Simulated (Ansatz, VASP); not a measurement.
# Pt: VASP beside Ansatz

Contents of POSCAR:

```
Pt
1.0
   -1.6050673907      1.6050673907      1.6050673907
    1.6050673907     -1.6050673907      1.6050673907
    1.6050673907      1.6050673907     -1.6050673907
Pt
1
Direct
    0.0000000000      0.0000000000      0.0000000000
```

The input INCAR.step1:

```
SYSTEM = Pt
PREC     = Accurate       ! precision mode
ENCUT    = 520            ! plane-wave cutoff, eV
EDIFF    = 1E-5           ! SCF threshold, eV
ISMEAR   = -1             ! smearing method
SIGMA    = 0.05           ! smearing width, eV
LREAL    = .FALSE.        ! projectors in reciprocal space
LASPH    = .TRUE.         ! aspherical terms in the spheres
NELM     = 100            ! most SCF steps
ALGO     = Normal         ! electronic algorithm
ISIF     = 2              ! what is computed and relaxed
LWAVE    = .TRUE.         ! write WAVECAR
LCHARG   = .FALSE.        ! write CHGCAR
NBANDS   = 11             ! bands
GGA      = PE             ! functional
```

INCAR.step2

```
SYSTEM = Pt
PREC     = Accurate       ! precision mode
ENCUT    = 520            ! plane-wave cutoff, eV
EDIFF    = 1E-7           ! SCF threshold, eV
ISMEAR   = -1             ! smearing method
SIGMA    = 0.05           ! smearing width, eV
LREAL    = .FALSE.        ! projectors in reciprocal space
LASPH    = .TRUE.         ! aspherical terms in the spheres
NELM     = 100            ! most SCF steps
ALGO     = Normal         ! electronic algorithm
ISIF     = 2              ! what is computed and relaxed
LWAVE    = .FALSE.        ! write WAVECAR
LCHARG   = .FALSE.        ! write CHGCAR
GGA      = PE             ! functional
LHFCALC  = .TRUE.         ! exact exchange
HFSCREEN = 0.2079         ! screening, 1/A
PRECFOCK = Normal       
NBANDS   = 11             ! bands
ISTART   = 1
```

File KPOINTS:

```
Automatic mesh
0
G
  8 8 8
  0 0 0
```

File input:

```
crystal:
  lattice:
    - [-1.6050673907, 1.6050673907, 1.6050673907]
    - [1.6050673907, -1.6050673907, 1.6050673907]
    - [1.6050673907, 1.6050673907, -1.6050673907]
  atoms:
    - { symbol: Pt, position: [0.0, 0.0, 0.0] }
hamiltonian:
  xc: hse06
  pseudopotentials: { kind: paw }
kpoints:
  mp_grid: { grid: [8, 8, 8] }
scf:
  occupations: { method: fermi_dirac, width: 0.05 }
output:
  forces: true
  stress: true
  eigenvalues: true
```

Alike in both runs: task single point; functional HSE06; k mesh 8 × 8 × 8; occupations fermi-dirac, width 0.05 eV; no spin polarisation.

|  | VASP | Ansatz |
| --- | --- | --- |
| version | VASP 6.6.1 | Ansatz 0.2.0 |
| potentials or method | VASP PAW PBE potentials, release 64 (Pt) | Ansatz PAW |
| plane-wave cutoff (eV) | 520 | 420 |
| valence electrons in the cell | 10 | 18 |

|  | VASP | Ansatz | Ansatz less VASP |
| --- | --- | --- | --- |
| gap on the k mesh at the Fermi level (eV) | none | none | - |
| pressure (GPa) | -15.1 | -15.4 | -0.25 |

A gap of «none» marks a metal or a gap that the smearing closes. VASP's potentials hold 10 valence electrons a cell and Ansatz's 18, so a difference there can come from the potentials and not from the codes.

Neither program's run includes spin-orbit coupling.
